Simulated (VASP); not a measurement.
# H4C: single point with r2SCAN+rVV10

H4C:

```xyz
5
Lattice="-2.2495 2.2495 2.2495 2.2495 -2.2495 2.2495 2.2495 2.2495 -2.2495" Properties=species:S:1:pos:R:3 pbc="T T T"
H     1.6207    1.6207   -1.6207
H    -1.6207    1.6207    1.6207
H     1.6207   -1.6207    1.6207
H     0.6288    0.6288    0.6288
C     0.0000    0.0000    0.0000
```

| Quantity | Value |
| --- | --- |
| Program | VASP 6.6.1 |
| Task | single point |
| Functional | r2SCAN |
| Dispersion | rVV10 |
| Potentials or basis | VASP PAW PBE potentials, release 64 (H, C) |
| Cutoff | 520 eV |
| k mesh | 6 × 6 × 6 |
| Occupations | fermi-dirac, width 0.03 eV |
| Spin | no spin polarisation |
| Dipole correction | no |
| Further INCAR settings | ALGO = Normal; EDIFF = 1e-06; NBANDS = 12 |

| Quantity | Value |
| --- | --- |
| Pressure | 0.0 GPa |
| Largest force | 0.058 eV/Å |
| Band gap on the k mesh | 8.42 eV |

Forces in eV/Å, atoms in the order of the input:
```
H   -0.034 -0.034  0.034
H    0.034 -0.034 -0.034
H   -0.034  0.034 -0.034
H    0.034  0.034  0.034
C    0.000  0.000  0.000
```

Levels at points of the mesh, in eV from the valence-band top:
| k point | band 1 | band 2 | band 3 | band 4 | band 5 | band 6 | band 7 | band 8 | band 9 |
| --- | --- | --- | --- | --- | --- | --- | --- | --- | --- |
| (0.00, 0.00, 0.00) | -9.34 | 0.00 | 0.00 | 0.00 | 8.42 | 13.34 | 13.34 | 13.34 | 18.43 |
| (0.50, 0.00, 0.00) | -8.83 | -1.52 | -0.50 | -0.04 | 10.25 | 11.78 | 12.78 | 17.47 | 17.59 |
| (0.50, 0.50, 0.50) | -8.49 | -1.07 | -1.07 | -1.07 | 11.24 | 11.24 | 15.77 | 15.77 | 15.77 |

Run time: 88 s on 1 thread of Intel(R) Xeon(R) Platinum 8259CL CPU @ 2.50GHz (Skylake/Cascade Lake), on a shared host, peak memory 0.27 GiB.

Caveat: the PAW data sets were made with another functional, which shifts forces and pressure a little.
